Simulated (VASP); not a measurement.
Here is a VASP 6.6.1 calculation.

INCAR

```
ALGO = Normal
EDIFF = 1E-7
EDIFFG = -0.005
ENCUT = 600
GGA = PS
IBRION = 2
ISIF = 3
ISMEAR = 0
LASPH = True
LCHARG = False
LREAL = False
LWAVE = False
NELM = 100
NSW = 100
PREC = Accurate
SIGMA = 0.1
```

File KPOINTS:

```
k-points
0
Gamma
  12 12 12
```

The input POSCAR:

```
InGa
1.0
    0.0000000000      3.1260835522      3.1260835522
    3.1260835522      0.0000000000      3.1260835522
    3.1260835522      3.1260835522      0.0000000000
In Ga
1 1
Direct
    0.0000000000      0.0000000000      0.0000000000
    0.7500000000      0.7500000000      0.7500000000
```

Potentials or basis: VASP PAW PBE potentials, release 64 (In_d, Ga_d).

Run with:

```sh
$ cat potpaw_PBE.64/In_d/POTCAR potpaw_PBE.64/Ga_d/POTCAR > POTCAR
$ mpirun -np 1 vasp_std > vasp.out
```

Question: What does it give for the space group after relaxing (to 0.1 Å)?

Answer: F-43m (No. 216).

Question: Estimate the relaxed cell.

Answer: a = 4.363 Å, b = 4.363 Å, c = 4.363 Å, α = 60.00°, β = 60.00°, γ = 60.00°.

Final structure:
```cif
data_structure
_symmetry_space_group_name_H-M 'P 1'
_symmetry_Int_Tables_number 1
_cell_length_a 4.3629
_cell_length_b 4.3629
_cell_length_c 4.3629
_cell_angle_alpha 60.000
_cell_angle_beta 60.000
_cell_angle_gamma 60.000
_cell_volume 58.72
loop_
_atom_site_label
_atom_site_type_symbol
_atom_site_fract_x
_atom_site_fract_y
_atom_site_fract_z
_atom_site_occupancy
In1 In 0.00000 0.00000 0.00000 1
Ga1 Ga 0.75000 0.75000 0.75000 1
```
